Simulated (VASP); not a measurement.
Fe: electric field gradients with PBE

The system is Fe.

```xyz
2
Lattice="2.4260 0.0000 0.0000 -1.2130 2.1010 0.0000 0.0000 0.0000 3.8291" Properties=species:S:1:pos:R:3 pbc="T T T"
Fe    0.0000    1.4007    0.9573
Fe    1.2130    0.7003    2.8718
```

This cell differs from its parent crystal: volume scaled by 0.99.

```
Program                : VASP 6.6.1
Task                   : electric field gradients
Functional             : PBE
Potentials or basis    : VASP PAW PBE potentials, release 64 (Fe)
Cutoff                 : 520 eV
k mesh                 : 17 × 17 × 10
Occupations            : fermi-dirac, width 0.08 eV
Spin                   : no spin polarisation
Dipole correction      : no
Further INCAR settings : ALGO = Normal; EDIFF = 1e-08; NBANDS = 15
```

```
Pressure               : 13.6 GPa
Band gap on the k mesh : zero (band 8 reaches 8.30 eV, above the bottom of band 9 at 6.36 eV)
```

Stress tensor (GPa, compression positive):
```
13.13  0.00  0.00
 0.00 13.13  0.00
 0.00  0.00 14.42
```

Levels at points of the mesh, in eV from the Fermi level:
| k point | band 5 | band 6 | band 7 | band 8 | band 9 | band 10 | band 11 | band 12 |
| --- | --- | --- | --- | --- | --- | --- | --- | --- |
| (0.00, 0.00, 0.00) | -1.61 | -1.26 | -1.26 | -0.91 | -0.91 | 0.58 | 0.75 | 0.75 |
| (0.00, 0.00, 0.50) | -1.89 | -1.89 | -1.89 | -1.89 | 0.34 | 0.34 | 0.34 | 0.34 |

Electric field gradients, principal values (V/Å²):
```tsv
atom	least	middle	greatest (by size)
1 Fe	3.985	3.986	-7.971
2 Fe	3.985	3.986	-7.971
```

It took 32 s on 1 thread of Intel(R) Xeon(R) Platinum 8488C (Sapphire Rapids), on a shared host, peak memory 0.16 GiB.

Caveat: without QUAD_EFG the Cq values of the log hold for a quadrupole moment of 1 mb, not for the nuclei; the run has no spin polarisation, though such a crystal can be magnetic. Spin polarisation is off, so any magnetic state and its effect on volume and gap are missing.
